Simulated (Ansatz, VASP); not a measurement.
**One calculation of Ti, two programs**

The input INCAR:

```
SYSTEM = Ti
ALGO = Fast
EDIFF = 1E-6
ENCUT = 520
GGA = PS
ISIF = 2
ISMEAR = 0
LASPH = .True.
LCHARG = .True.
LELF = .True.
LREAL = .False.
LVHAR = .True.
LWAVE = .False.
NBANDS = 25
NELM = 60
PREC = Accurate
SIGMA = 0.15
```

File KPOINTS:

```
k-points
0
Gamma
  12 12 18
  0 0 0
```

File POSCAR:

```
Ti
1.0
    4.6281723153      0.0000000000      0.0000000000
   -2.3140861576      4.0081147981      0.0000000000
    0.0000000000      0.0000000000      2.7987936544
Ti
3
Direct
    0.0000000000      0.0000000000      0.0000000000
    0.3333333333      0.6666666667      0.5000000000
    0.6666666667      0.3333333333      0.5000000000
```

Input for Ansatz:

```yaml
crystal:
  lattice:
    - [4.6281723153, 0.0, 0.0]
    - [-2.3140861576, 4.0081147981, 0.0]
    - [0.0, 0.0, 2.7987936544]
  atoms:
    - { symbol: Ti, position: [0.0, 0.0, 0.0] }
    - { symbol: Ti, position: [0.3333333333, 0.6666666667, 0.5] }
    - { symbol: Ti, position: [0.6666666667, 0.3333333333, 0.5] }
basis:
  ecutwfc: 420
kpoints:
  mp_grid: { grid: [12, 12, 18] }
hamiltonian:
  xc: pbesol
scf:
  occupations: { method: gaussian, width: 0.15 }
output:
  forces: true
  stress: true
  eigenvalues: true
```

Change from the starting cell: strain +0.025 along x and y, +0.000 along z, atoms carried along.

Alike in both runs: task single point; functional PBEsol; k mesh 12 × 12 × 18; occupations gaussian, width 0.15 eV; no spin polarisation.

```csv
,VASP,Ansatz
version,VASP 6.6.1,Ansatz 0.2.0
potentials or method,"VASP PAW PBE potentials, release 64 (Ti_sv), cutoff 520 eV","scalar-relativistic, plane waves, PAW"
valence electrons in the cell,36,36
```

Ansatz gave:

* gap on the k mesh at the Fermi level (eV): none
* pressure (GPa): -5.3
* traceless stress, the component that is largest in VASP (GPa): 2.86

Estimate VASP's values.

gap on the k mesh at the Fermi level (eV): none; pressure (GPa): -5.5; traceless stress, the component that is largest in VASP (GPa): 2.84.

VASP's potentials were made for PBE, not for PBEsol. A gap of «none» marks a metal or a gap that the smearing closes. The functional is the same, so the differences come from potentials, cutoffs and numerics.
